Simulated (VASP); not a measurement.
Runs of VASP 6.6.1 on Mg. The structure is that of space group P6/mmm (No. 191), or close to it. The cells are those of the table. 

| cell | gap on the mesh (eV) | pressure (GPa) |
| --- | --- | --- |
| a = 2.988, b = 2.988, c = 2.983 Å, angles 90.0, 90.0, 120.0°, 1 atom | none | 2.9 |
| a = 3.081, b = 3.081, c = 3.075 Å, angles 90.0, 90.0, 120.0°, 1 atom | none | (b) |
| a = 3.110, b = 3.110, c = 3.105 Å, angles 90.0, 90.0, 120.0°, 1 atom | none | (a) |
| a = 3.050, b = 3.050, c = 3.045 Å, angles 90.0, 90.0, 120.0°, 1 atom | none | 0.7 |
| a = 3.019, b = 3.019, c = 3.014 Å, angles 90.0, 90.0, 120.0°, 1 atom | none | 1.7 |

Alike in all rows: task single point; level PBEsol; potentials or basis VASP PAW PBE potentials, release 64 (Mg); no spin polarisation; k mesh 11 × 11 × 9; cutoff (eV) 520; smearing fermi-dirac 0.15 eV.

Task: Estimate the missing entries.

Result: (a) -1.0; (b) -0.2.

Caveats: the PAW data sets were made with another functional, which shifts forces and pressure a little.

A gap of «none» marks levels without a gap at the run's occupations.
